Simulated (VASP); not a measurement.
# AlNi (P4/mmm) in VASP: a series of runs

The runs below take AlNi through single point, with PBEsol+D3(BJ), PBEsol, r2SCAN+D4.

Everything below comes from runs of VASP 6.6.1. Logs are shortened: lines on timing, memory, paths and dates and some standing lists are left out, and cuts for length are marked.

### Step 1. The cell of the first run

It takes space group P4/mmm (No. 123, tetragonal). The conventional cell has a = 2.822 Å, b = 2.822 Å, c = 2.853 Å, α = 90.00°, β = 90.00°, γ = 90.00°. Within 3.2 Å of Al (site symmetry 4/mmm) lie 8 Ni at 2.45 Å and 6 Al at 2.82 to 2.85 Å. Ni (site symmetry 4/mmm) has 8 Al at 2.45 Å and 6 Ni at 2.82 to 2.85 Å within 3.2 Å.

### Step 2. Single point, PBEsol+D3(BJ), collinear spin, ferromagnetic start

File INCAR:

```
PREC = Accurate
ENCUT = 520
EDIFF = 1E-6
ISMEAR = -1
SIGMA = 0.15
LREAL = F
LASPH = T
NELM = 150
ALGO = Normal
ISIF = 2
LWAVE = F
LCHARG = F
ISPIN = 2
MAGMOM = 0 1.5
LORBIT = 11
LMAXMIX = 4
GGA = PS
IVDW = 12
NBANDS = 18
```

File KPOINTS:

```
Automatic mesh
0
Gamma
  9 9 8
```

File POSCAR:

```
AlNi
1.0
    1.9955656880     -1.9955986195      0.0000000000
    1.9955656880      1.9955986195      0.0000000000
    0.0000000000      0.0000000000      2.8531937949
Al Ni
1 1
Direct
    0.0000000000      0.0000000000      0.0000000000
    0.5000000000      0.5000000000      0.5000000000
```

Potentials or basis: VASP PAW PBE potentials, release 64 (Al, Ni).

On the command line:

```bash
$ cat potpaw_PBE.64/Al/POTCAR potpaw_PBE.64/Ni/POTCAR > POTCAR
$ mpirun -np 1 vasp_std > vasp.out
```

OUTCAR:

```text
PREC = Accurate
   ENCUT = 520
   EDIFF = 1E-6
   ISMEAR = -1
   LREAL = F
   LASPH = T
   NELM = 150
   ISIF = 2
   ISPIN = 2
   LORBIT = 11
   GGA = PS
   IVDW = 12
 IVDW          = 12

 ion  position               nearest neighbor table
   1  0.000  0.000  0.000-   2 2.45   2 2.45   2 2.45   2 2.45   2 2.45   2 2.45   2 2.45   2 2.45

   2  0.500  0.500  0.500-   1 2.45   1 2.45   1 2.45   1 2.45   1 2.45   1 2.45   1 2.45   1 2.45

  LATTYP: Found a base centered orthorhombic cell.
 ALAT       =     3.9911313760
 B/A-ratio  =     1.0000165023
 C/A-ratio  =     0.7148834569

  Lattice vectors:

 A1 = (   1.9955656880,  -1.9955986195,   0.0000000000)
 A2 = (   1.9955656880,   1.9955986195,   0.0000000000)
 A3 = (   0.0000000000,   0.0000000000,   2.8531937949)

Analysis of symmetry for initial positions (statically):
=====================================================================
 Subroutine PRICEL returns:
 Original cell was already a primitive cell.

 Routine SETGRP: Setting up the symmetry group for a
 base centered orthorhombic supercell.

 Subroutine GETGRP returns: Found  8 space group operations
 (whereof  8 operations were pure point group operations)
 out of a pool of  8 trial point group operations.

The static configuration has the point symmetry D_2h.

Analysis of symmetry for dynamics (positions and initial velocities):
=====================================================================
 Subroutine PRICEL returns:
 Original cell was already a primitive cell.

 Routine SETGRP: Setting up the symmetry group for a
 base centered orthorhombic supercell.

 Subroutine GETGRP returns: Found  8 space group operations
 (whereof  8 operations were pure point group operations)
 out of a pool of  8 trial point group operations.

The dynamic configuration has the point symmetry D_2h.

Analysis of structural, dynamic, and magnetic symmetry:
=====================================================================
 Subroutine PRICEL returns:
 Original cell was already a primitive cell.

 Routine SETGRP: Setting up the symmetry group for a
 base centered orthorhombic supercell.

 Subroutine GETGRP returns: Found  8 space group operations
 (whereof  8 operations were pure point group operations)
 out of a pool of  8 trial point group operations.

The overall configuration has the point symmetry D_2h.
[... 117 lines left out ...]
   IMIX   =      4    mixing-type and parameters
     AMIX     =   0.40;   BMIX     =  1.00
     AMIX_MAG =   1.60;   BMIX_MAG =  1.00
  volume/ion in A,a.u.               =      11.36        76.68
  Fermi-wavevector in a.u.,A,eV,Ry     =   1.359009  2.568155 25.128688  1.846906
  Thomas-Fermi vector in A             =   2.485794
   LORBIT       =     11    0 simple, 1 ext, 2 COOP (PROOUT), +10 PAW based schemes
   GGA     = PS    functional components
   LHFCALC =     F    Hartree Fock is set to
   AEXX    =    0.0000 exact exchange contribution
   IVDW    =    12    specifies the selected vdW correction
   LEPSILON=     F    determine dielectric tensor
   LRPA    =     F    only Hartree local field effects (RPA)
 spin polarized calculation
  energy-cutoff  :      520.00
  volume of cell :       22.72
 maximum number of plane-waves:       627
 NGX is ok and might be reduce to    24
   NGX = 11   NGY = 11   NGZ = 11

 number of electron      12.9999995 magnetization      -0.0013324

 number of electron      12.9999995 magnetization       0.0000812

 Free energy of the ion-electron system (eV)
  ---------------------------------------------------
  ext. energy  EPLUGINS =         0.00000000
  ---------------------------------------------------
  free energy    TOTEN  =       -11.59985297 eV

  energy without entropy =      -11.53570552  energy(sigma->0) =      -11.56777925

 E-fermi :  10.6052     XC(G=0): -12.4163

 val. band max:       10.6011763035   @ k =   0.4444   0.4444   0.3750
 cond. band min:      10.7234878304   @ k =   0.3333   0.1111   0.1250
 fundamental gap:      0.1223115269
 Fermi energy:        10.6051608286

 spin component 1

 k-point     1 :       0.0000    0.0000    0.0000
  band No.  band energies     occupation
      1      -0.9249      1.00000
      2       7.0815      1.00000
      3       7.0825      1.00000
      4       8.9125      0.99999
      5       8.9126      0.99999
      6       8.9371      0.99999
[... 493 lines left out ...]
     17      34.8324      0.00000
     18      36.3598      0.00000

 [... further k-points ...]

 spin component 2

 k-point     1 :       0.0000    0.0000    0.0000
  band No.  band energies     occupation
      1      -0.9249      1.00000
      2       7.0814      1.00000
      3       7.0824      1.00000
      4       8.9124      0.99999
      5       8.9125      0.99999
      6       8.9370      0.99999
[... 493 lines left out ...]
     17      34.8323      0.00000
     18      36.3598      0.00000

 [... further k-points ...]

------------------------ aborting loop because EDIFF is reached ----------------------------------------

 Edisp (eV)   -0.85853

 E8    (eV) :    -0.5708

  FORCE on cell =-STRESS in cart. coord.  units (eV):
  Direction    XX          YY          ZZ          XY          YZ          ZX
  --------------------------------------------------------------------------------------
  -------------------------------------------------------------------------------------
  Total       0.01791     0.01727     0.00905    -0.00000     0.00000     0.00000
  in kB       1.26293     1.21781     0.63804    -0.00000     0.00000     0.00000
  external pressure =        1.04 kB  Pullay stress =        0.00 kB

 VOLUME and BASIS-vectors are now :
 -----------------------------------------------------------------------------
  energy-cutoff  :      520.00
  volume of cell :       22.72
      direct lattice vectors                 reciprocal lattice vectors
     1.995565688 -1.995598619  0.000000000     0.250555521 -0.250551386  0.000000000
     1.995565688  1.995598619  0.000000000     0.250555521  0.250551386  0.000000000
     0.000000000  0.000000000  2.853193795     0.000000000  0.000000000  0.350484430

 POSITION                                       TOTAL-FORCE (eV/Angst)
 -----------------------------------------------------------------------------------
      0.00000      0.00000      0.00000         0.000000     -0.000000      0.000000
      1.99557      0.00000      1.42660         0.000000      0.000000      0.000000
 -----------------------------------------------------------------------------------
    total drift:                                0.000000     -0.000000     -0.000000

  FREE ENERGIE OF THE ION-ELECTRON SYSTEM (eV)
  ---------------------------------------------------
  free  energy   TOTEN  =       -12.4583845184 eV

  energy  without entropy=      -12.3942370725  energy(sigma->0) =      -12.42631080

 total charge

# of ion       s       p       d       tot
------------------------------------------
    1        0.388   0.437   0.000   0.825
    2        0.501   0.568   8.500   9.569
--------------------------------------------------
tot          0.889   1.004   8.500  10.394

 magnetization (x)

# of ion       s       p       d       tot
------------------------------------------
    1        0.000   0.000   0.000   0.000
    2       -0.000  -0.000  -0.000  -0.000
--------------------------------------------------
tot         -0.000   0.000  -0.000  -0.000
```

Wall time 29 s (1 thread of Intel Xeon 6975P-C (Granite Rapids), shared host); peak memory 0.21 GiB.

What came out:

```
Free energy                                           : -12.4584 eV
Pressure                                              : 0.1 GPa
Net moment                                            : 0.00 μB per cell
Valence electrons inside the program's atomic spheres : Al 0.82; Ni 9.57
Dispersion energy per atom                            : -0.429 eV
```

Levels at points of the mesh, in eV from the Fermi level:
Spin up:
```
           k point  band 4  band 5  band 6  band 7  band 8  band 9  band 10  band 11
(0.00, 0.00, 0.00)   -1.69   -1.69   -1.67    5.43    5.83    5.83     8.24     8.33
(0.00, 0.00, 0.50)   -2.41   -2.41   -1.58   -0.76    8.34   10.32    10.32    11.43
```
Spin down:
| k point | band 3 | band 4 | band 5 | band 6 | band 7 | band 8 | band 9 | band 10 | band 11 | band 12 |
| --- | --- | --- | --- | --- | --- | --- | --- | --- | --- | --- |
| (0.00, 0.00, 0.00) | -3.52 | -1.69 | -1.69 | -1.67 | 5.43 | 5.83 | 5.83 | 8.24 | 8.33 | 14.65 |
| (0.00, 0.00, 0.50) | -3.03 | -2.41 | -2.41 | -1.58 | -0.76 | 8.34 | 10.32 | 10.32 | 11.43 | 11.43 |

Caveat: the PAW data sets were made with another functional, which shifts forces and pressure a little.

### Step 3. Single point, PBEsol, collinear spin, ferromagnetic start

This run uses another cell than the first one, of 11.74 Å³/atom.

File INCAR:

```
SYSTEM = AlNi
  PREC = Accurate
  ENCUT = 520
  EDIFF = 1E-7
  ISMEAR = -1
  SIGMA = 0.15
  LREAL = .False.
  LASPH = .True.
  NELM = 150
  ALGO = Normal
  ISIF = 2
  LWAVE = .False.
  LCHARG = .True.
  ISPIN = 2
  MAGMOM = 0 1.5
  LORBIT = 11
  LMAXMIX = 4
  GGA = PS
  LELF = .True.
  LVHAR = .True.
  NBANDS = 18
```

File KPOINTS:

```
Automatic mesh
0
Gamma
  9 9 8
  0 0 0
```

File POSCAR:

```
AlNi
1.0
    2.0185679862     -2.0185724636      0.0000000000
    2.0185679862      2.0185724636      0.0000000000
    0.0000000000      0.0000000000      2.8815099577
Al Ni
1 1
Direct
    0.0000000000      0.0000000000      0.0000000000
    0.5000000000      0.5000000000      0.5000000000
```

Potentials or basis: VASP PAW PBE potentials, release 64 (Al, Ni).

On the command line:

```bash
$ cat potpaw_PBE.64/Al/POTCAR potpaw_PBE.64/Ni/POTCAR > POTCAR
$ mpirun -np 1 vasp_std > vasp.out
```

Run time: 23 s. Hardware: 1 thread of Intel Xeon 6975P-C (Granite Rapids), shared host; peak memory 0.18 GiB.

Results (log left out):

```
Free energy                                           : -11.6145 eV
Pressure                                              : 0.1 GPa
Net moment                                            : 0.00 μB per cell
Valence electrons inside the program's atomic spheres : Al 0.81; Ni 9.51
```

Levels at points of the mesh, in eV from the Fermi level:
Spin up:
```csv
k point,band 3,band 4,band 5,band 6,band 7,band 8,band 9,band 10,band 11,band 12
"(0.00, 0.00, 0.00)",-3.36,-1.62,-1.62,-1.60,5.33,5.67,5.67,8.14,8.22,14.04
"(0.00, 0.00, 0.50)",-2.89,-2.32,-2.32,-1.52,-0.73,8.30,10.14,10.14,11.09,11.09
```
Spin down:
```tsv
k point	band 4	band 5	band 6	band 7	band 8	band 9	band 10	band 11
(0.00, 0.00, 0.00)	-1.62	-1.62	-1.60	5.33	5.67	5.67	8.14	8.22
(0.00, 0.00, 0.50)	-2.32	-2.32	-1.52	-0.73	8.30	10.14	10.14	11.09
```

Caveat: the PAW data sets were made with another functional, which shifts forces and pressure a little.

### Step 4. Single point, r2SCAN+D4, collinear spin, ferromagnetic start

This run uses another cell than the first one, of 11.64 Å³/atom.

File POSCAR:

```
AlNi
1.0
    2.0109757517     -2.0109934087      0.0000000000
    2.0109757517      2.0109934087      0.0000000000
    0.0000000000      0.0000000000      2.8772375379
Al Ni
1 1
Direct
    0.0000000000      0.0000000000      0.0000000000
    0.5000000000      0.5000000000      0.5000000000
```

File INCAR.step1:

```
SYSTEM = AlNi
PREC     = Accurate       ! precision mode
ENCUT    = 520            ! plane-wave cutoff, eV
ISMEAR   = -1             ! smearing method
SIGMA    = 0.15           ! smearing width, eV
LREAL    = .False.        ! projectors in reciprocal space
LASPH    = .True.         ! aspherical terms in the spheres
NELM     = 150            ! most SCF steps
ISPIN    = 2              ! spin polarisation
MAGMOM   = 0 1.5          ! initial moments
LMAXMIX  = 4              ! l up to which the mixer works
NBANDS   = 18             ! bands
GGA      = PE             ! functional
ALGO     = Normal         ! electronic algorithm
EDIFF    = 1E-4           ! SCF threshold, eV
LWAVE    = .True.         ! write WAVECAR
LCHARG   = .False.        ! write CHGCAR
```

File INCAR.step2:

```
SYSTEM = AlNi
PREC     = Accurate       ! precision mode
ENCUT    = 520            ! plane-wave cutoff, eV
EDIFF    = 1E-6           ! SCF threshold, eV
ISMEAR   = -1             ! smearing method
SIGMA    = 0.15           ! smearing width, eV
LREAL    = .False.        ! projectors in reciprocal space
LASPH    = .True.         ! aspherical terms in the spheres
NELM     = 150            ! most SCF steps
ALGO     = Normal         ! electronic algorithm
ISIF     = 2              ! what is computed and relaxed
LWAVE    = .False.        ! write WAVECAR
LCHARG   = .False.        ! write CHGCAR
ISPIN    = 2              ! spin polarisation
MAGMOM   = 0 1.5          ! initial moments
LORBIT   = 11             ! projections on sites
LMAXMIX  = 4              ! l up to which the mixer works
METAGGA  = R2SCAN         ! meta-GGA
LMIXTAU  = .True.       
IVDW     = 13             ! dispersion correction
VDW_S6   = 1.0          
VDW_S8   = 0.6018749    
VDW_A1   = 0.51559235   
VDW_A2   = 5.77342911   
NBANDS   = 18             ! bands
ISTART   = 1
```

File KPOINTS:

```
regular mesh
0
Gamma
  9 9 8
  0 0 0
```

On the command line:

```bash
$ cat potpaw_PBE.64/Al/POTCAR potpaw_PBE.64/Ni/POTCAR > POTCAR
$ cp INCAR.step1 INCAR
$ mpirun -np 1 vasp_std > vasp.out
$ cp INCAR.step2 INCAR
$ mpirun -np 1 vasp_std > vasp.out
```

Wall time 72 s (1 thread of Intel Xeon 6975P-C (Granite Rapids), shared host); peak memory 0.18 GiB.

The run converged. Its results:

* Free energy: -20.4023 eV
* Pressure: -0.2 GPa
* Net moment: 0.00 μB per cell
* Valence electrons inside the program's atomic spheres: Al 0.82; Ni 9.56
* Dispersion energy per atom: -0.154 eV

Levels at points of the mesh, in eV from the Fermi level:
Spin up:
```
           k point  band 4  band 5  band 6  band 7  band 8  band 9  band 10  band 11
(0.00, 0.00, 0.00)   -1.71   -1.71   -1.69    5.69    6.14    6.14     8.40     8.51
(0.00, 0.00, 0.50)   -2.42   -2.42   -1.60   -0.76    8.66   10.78    10.78    11.91
```
Spin down:
| k point | band 4 | band 5 | band 6 | band 7 | band 8 | band 9 | band 10 | band 11 |
| --- | --- | --- | --- | --- | --- | --- | --- | --- |
| (0.00, 0.00, 0.00) | -1.71 | -1.71 | -1.69 | 5.69 | 6.14 | 6.14 | 8.40 | 8.51 |
| (0.00, 0.00, 0.50) | -2.42 | -2.42 | -1.60 | -0.76 | 8.66 | 10.78 | 10.78 | 11.91 |

Caveat: the PAW data sets were made with another functional, which shifts forces and pressure a little.
